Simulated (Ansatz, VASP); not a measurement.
Two plane-wave programs on TaSi2

```
Ta Si
1.0
     4.76086    0.00000    0.00000
    -2.38043    4.12303    0.00000
     0.00000    0.00000    6.55578
Ta Si
3 6
Direct
  0.50000 0.00000 0.50000
  0.50000 0.50000 0.82980
  0.00000 0.50000 0.17020
  0.18352 0.36704 0.50000
  0.85481 0.14909 0.82671
  0.70572 0.85091 0.17329
  0.81648 0.63296 0.50000
  0.14519 0.85091 0.82671
  0.29428 0.14909 0.17329
```

Change from the starting cell: mode 16 (300.4 1/cm) frozen in, largest displacement +0.200 Å.

Alike in both runs: task single point; functional PBEsol; k mesh 12 × 12 × 6; occupations gaussian, width 0.15 eV; no spin polarisation.

|  | VASP | Ansatz |
| --- | --- | --- |
| version | VASP 6.6.1 | Ansatz 0.2.0 |
| potentials or method | VASP PAW PBE potentials, release 64 (Ta_pv, Si), cutoff 520 eV | scalar-relativistic, plane waves, PAW |
| valence electrons in the cell | 57 | 63 |

```tsv
	VASP	Ansatz	Ansatz less VASP
gap on the k mesh at the Fermi level (eV)	none	none	-
pressure (GPa)	2.6	2.3	-0.33
traceless stress, the component that is largest in VASP (GPa)	2.16	2.19	+0.037
rms of the force components (eV/Å)	0.737	0.733	-0.0044
```

VASP's potentials were made for PBE, not for PBEsol. Atom by atom the forces differ by 0.005 eV/Å (rms over components). A gap of «none» marks a metal or a gap that the smearing closes. The functional is the same, so the differences come from potentials, cutoffs and numerics. VASP's potentials hold 57 valence electrons a cell and Ansatz's 63, so a difference there can come from the potentials and not from the codes.

Neither program's run includes spin-orbit coupling.
